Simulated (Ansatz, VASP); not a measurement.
Te2Mo in VASP and in Ansatz

INCAR

```
SYSTEM = Te2Mo
PREC = Accurate
ENCUT = 500
EDIFF = 1E-6
ISMEAR = -1
SIGMA = 0.02
LREAL = .False.
LASPH = .True.
NELM = 200
ALGO = Normal
ISIF = 2
LWAVE = .False.
LCHARG = .False.
ISPIN = 2
MAGMOM = 1.36 -0.01 -0.01
LORBIT = 11
LMAXMIX = 4
GGA = PS
NBANDS = 24
GGA_COMPAT = .False.
```

KPOINTS

```
Automatic mesh
0
Gamma
  4 4 4
  0 0 0
```

The input POSCAR:

```
Te2Mo
1.0
    0.0000000000      3.3148317929      3.3148317929
    3.3148317929      0.0000000000      3.3148317929
    3.3148317929      3.3148317929      0.0000000000
Mo Te
1 2
Direct
    0.0000000000      0.0000000000      0.0000000000
    0.2500000000      0.2500000000      0.2500000000
    0.7500000000      0.7500000000      0.7500000000
```

Input for Ansatz:

```yaml
crystal:
  lattice:
    - [0.0, 3.3148317929, 3.3148317929]
    - [3.3148317929, 0.0, 3.3148317929]
    - [3.3148317929, 3.3148317929, 0.0]
  atoms:
    - { symbol: Mo, position: [0.0, 0.0, 0.0] }
    - { symbol: Te, position: [0.25, 0.25, 0.25] }
    - { symbol: Te, position: [0.75, 0.75, 0.75] }
kpoints:
  mp_grid: { grid: [4, 4, 4] }
hamiltonian:
  xc: pbesol
scf:
  occupations: { method: fermi_dirac, width: 0.02 }
  n_extra_bands: 4
  max_iter: 93
output:
  forces: true
  stress: true
  eigenvalues: true
magnetization:
  spin_polarized: true
  initial_magnetization: 6.0
```

Alike in both runs: task single point; functional PBEsol; k mesh 4 × 4 × 4; occupations fermi-dirac, width 0.02 eV; collinear spin.

|  | VASP | Ansatz |
| --- | --- | --- |
| version | VASP 6.6.1 | Ansatz 0.2.0 |
| potentials or method | VASP PAW PBE potentials, release 64 (Mo_sv, Te) | plane waves |
| plane-wave cutoff (eV) | 500 | 420 |
| valence electrons in the cell | 26 | 46 |

```tsv
	VASP	Ansatz	Ansatz less VASP
gap on the k mesh at the Fermi level (eV)	none	none	-
pressure (GPa)	0.9	0.8	-0.13
net moment per atom (μB)	0.54	0.54	0.000
size of the moment on the site where the two differ most (μB)	1.32	1.24	-0.080
```

VASP's potentials were made for PBE, not for PBEsol. Site moments also hang on the region over which each program counts them. A gap of «none» marks a metal or a gap that the smearing closes. VASP's potentials hold 26 valence electrons a cell and Ansatz's 46, so a difference there can come from the potentials and not from the codes. Ansatz's warnings: moment headroom below auto.

The k mesh is coarse, so the values compare programs but aren't converged. Spin-orbit coupling is off throughout.
